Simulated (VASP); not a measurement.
# KCl (I4/mmm) in VASP: notebook, part 2 of 2

VASP 6.6.1.

## Step 3: Single point, r2SCAN (strain +0.0150 x Voigt [1, 1, 0, 0, 0, 0])

POSCAR reads:

```
KCl
1.0
    0.0000000000      3.2034415000      3.1561000000
    3.2034415000      0.0000000000      3.1561000000
    3.2034415000      3.2034415000      0.0000000000
K Cl
1 1
Direct
    0.0000000000      0.0000000000      0.0000000000
    0.5000000000      0.5000000000      0.5000000000
```

INCAR.step1 reads:

```
SYSTEM = KCl
PREC     = Accurate       ! precision mode
ENCUT    = 520            ! plane-wave cutoff, eV
ISMEAR   = 0              ! smearing method
SIGMA    = 0.05           ! smearing width, eV
LREAL    = .FALSE.        ! projectors in reciprocal space
LASPH    = .TRUE.         ! aspherical terms in the spheres
NELM     = 100            ! most SCF steps
NBANDS   = 15             ! bands
GGA      = PE             ! functional
ALGO     = Normal         ! electronic algorithm
EDIFF    = 1E-4           ! SCF threshold, eV
LWAVE    = .TRUE.         ! write WAVECAR
LCHARG   = .FALSE.        ! write CHGCAR
```

INCAR.step2 reads:

```
SYSTEM = KCl
PREC     = Accurate       ! precision mode
ENCUT    = 520            ! plane-wave cutoff, eV
EDIFF    = 1E-7           ! SCF threshold, eV
ISMEAR   = 0              ! smearing method
SIGMA    = 0.05           ! smearing width, eV
LREAL    = .FALSE.        ! projectors in reciprocal space
LASPH    = .TRUE.         ! aspherical terms in the spheres
NELM     = 100            ! most SCF steps
ALGO     = Normal         ! electronic algorithm
ISIF     = 2              ! what is computed and relaxed
LWAVE    = .FALSE.        ! write WAVECAR
LCHARG   = .TRUE.         ! write CHGCAR
METAGGA  = R2SCAN         ! meta-GGA
LMIXTAU  = .TRUE.       
LELF     = .TRUE.         ! ELF
LVHAR    = .TRUE.       
NBANDS   = 15             ! bands
ISTART   = 1
```

KPOINTS reads:

```
regular mesh
0
G
  6 6 6
  0 0 0
```

Potentials or basis: VASP PAW PBE potentials, release 64 (K_sv, Cl).

Command:

```console
$ cat potpaw_PBE.64/K_sv/POTCAR potpaw_PBE.64/Cl/POTCAR > POTCAR
$ cp INCAR.step1 INCAR
$ mpirun -np 1 vasp_std > vasp.out
$ cp INCAR.step2 INCAR
$ mpirun -np 1 vasp_std > vasp.out
```

OUTCAR:

```text
SYSTEM = KCl
   PREC = Accurate
   ENCUT = 520
   EDIFF = 1E-7
   ISMEAR = 0
   LREAL = .FALSE.
   LASPH = .TRUE.
   NELM = 100
   ISIF = 2
   METAGGA = R2SCAN
   ISTART = 1

 ion  position               nearest neighbor table
   1  0.000  0.000  0.000-   2 3.16   2 3.16   2 3.20   2 3.20   2 3.20   2 3.20
   2  0.500  0.500  0.500-   1 3.16   1 3.16   1 3.20   1 3.20   1 3.20   1 3.20

  LATTYP: Found a body centered tetragonal cell.
 ALAT       =     4.5303504156
 C/A-ratio  =     1.3933138546

  Lattice vectors:

 A1 = (   0.0000000000,  -3.2034415000,  -3.1561000000)
 A2 = (   0.0000000000,   3.2034415000,  -3.1561000000)
 A3 = (   3.2034415000,   0.0000000000,   3.1561000000)

Analysis of symmetry for initial positions (statically):
=====================================================================
 Subroutine PRICEL returns:
 Original cell was already a primitive cell.

 Routine SETGRP: Setting up the symmetry group for a
 body centered tetragonal supercell.

 Subroutine GETGRP returns: Found 16 space group operations
 (whereof 16 operations were pure point group operations)
 out of a pool of 16 trial point group operations.

The static configuration has the point symmetry D_4h.

[... 169 lines left out ...]
  band No.  band energies     occupation
      1     -30.7790      2.00000
      2     -15.0403      2.00000
      3     -13.4701      2.00000
      4     -13.4701      2.00000
      5     -13.4673      2.00000
      6      -2.4158      2.00000
      7      -2.4158      2.00000
      8      -2.4071      2.00000
      9       3.2811      0.00000
     10       6.5718      0.00000
     11       6.5718      0.00000
     12       6.6641      0.00000
     13       7.5845      0.00000
     14       7.6618      0.00000
[... 401 lines left out ...]
      2     -15.0161      2.00000
      3     -13.5506      2.00000
      4     -13.5045      2.00000
      5     -13.4553      2.00000
      6      -3.0589      2.00000
      7      -2.7482      2.00000
      8      -2.6448      2.00000
      9       5.0887      0.00000
     10       6.5178      0.00000
     11       8.0140      0.00000
     12       8.8329      0.00000
     13       8.9263      0.00000
     14       9.6056      0.00000
     15      10.0681      0.00000

 [... further k-points ...]
[... 5 lines left out ...]
  --------------------------------------------------------------------------------------
  -------------------------------------------------------------------------------------
  Total       -0.3493334     -0.3493334     -0.1456789      0.0000000      0.0000000      0.0000000
  in kB       -8.6404486     -8.6404486     -3.6032383      0.0000000      0.0000000      0.0000000
  external PRESSURE =      -6.9613785 kB  Pullay stress =       0.0000000 kB

 VOLUME and BASIS-vectors are now :
 -----------------------------------------------------------------------------
  energy-cutoff  :      520.00
  volume of cell :       64.78
      direct lattice vectors                 reciprocal lattice vectors
     0.000000000  3.203441500  3.156100000    -0.156082139  0.156082139  0.158423371
     3.203441500  0.000000000  3.156100000     0.156082139 -0.156082139  0.158423371
     3.203441500  3.203441500  0.000000000     0.156082139  0.156082139 -0.158423371

 POSITION                                       TOTAL-FORCE (eV/Angst)
 -----------------------------------------------------------------------------------
      0.00000      0.00000      0.00000         0.000000      0.000000     -0.000000
      3.20344      3.20344      3.15610         0.000000     -0.000000      0.000000
 -----------------------------------------------------------------------------------
    total drift:                                0.000000      0.000000      0.000000

  FREE ENERGIE OF THE ION-ELECTRON SYSTEM (eV)
  ---------------------------------------------------
  free  energy   TOTEN  =       -16.5006049658 eV

  energy  without entropy=      -16.5006049658  energy(sigma->0) =      -16.50060497
```

Run time: 2.8 min. Hardware: 1 thread of AMD EPYC 7R13 (Zen 3), shared host; peak memory 0.2 GiB.

What came out:

```
Free energy            : -16.5006 eV
Pressure               : -0.7 GPa
Band gap on the k mesh : 5.69 eV, direct
```

Caveat: the cell differs from its parent crystal (strain +0.0150 x Voigt [1, 1, 0, 0, 0, 0]); the PAW data sets were made with another functional, which shifts forces and pressure a little.
